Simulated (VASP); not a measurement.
Input of a VASP 6.6.1 run:

Contents of INCAR:

```
PREC = Accurate ; ENCUT = 600
EDIFF = 1E-7 ; ISMEAR = 0
SIGMA = 0.1 ; LREAL = False
LASPH = True ; NELM = 200
ALGO = Normal ; ISIF = 3
LWAVE = False ; LCHARG = False
ISPIN = 2 ; MAGMOM = 2.95 1.97
LORBIT = 11 ; LMAXMIX = 4
GGA = PS ; IBRION = 2
NSW = 70 ; EDIFFG = -0.008
PSTRESS = 150.0 ; GGA_COMPAT = False
NELMIN = 4
```

Contents of KPOINTS:

```
Automatic mesh
0
Gamma
  14 14 14
```

File POSCAR:

```
FeCo
1.0
    2.7440220416      0.0000000000      0.0000000000
    0.0000000000      2.7440220416      0.0000000000
    0.0000000000      0.0000000000      2.7440220416
Fe Co
1 1
Direct
    0.0000000000      0.0000000000      0.0000000000
    0.5000000000      0.5000000000      0.5000000000
```

Potentials or basis: VASP PAW PBE potentials, release 64 (Fe, Co).

Run with:

```console
$ cat potpaw_PBE.64/Fe/POTCAR potpaw_PBE.64/Co/POTCAR > POTCAR
$ mpirun -np 1 vasp_std > vasp.out
```

Problem. What does it give for the net moment?

Solution. 4.34 μB per cell.

Problem. Predict the site moments.

Solution. Fe +2.60; Co +1.71 μB.

Problem. Estimate the space group after relaxing (to 0.1 Å).

Solution. Pm-3m (No. 221).

Problem. Estimate the relaxed cell.

Solution. a = 2.743 Å, b = 2.743 Å, c = 2.743 Å, α = 90.00°, β = 90.00°, γ = 90.00°.

Final structure:
```
Fe Co
1.0
     2.74277    0.00000    0.00000
     0.00000    2.74277    0.00000
     0.00000    0.00000    2.74277
Fe Co
1 1
Direct
  0.00000 0.00000 0.00000
  0.50000 0.50000 0.50000
```
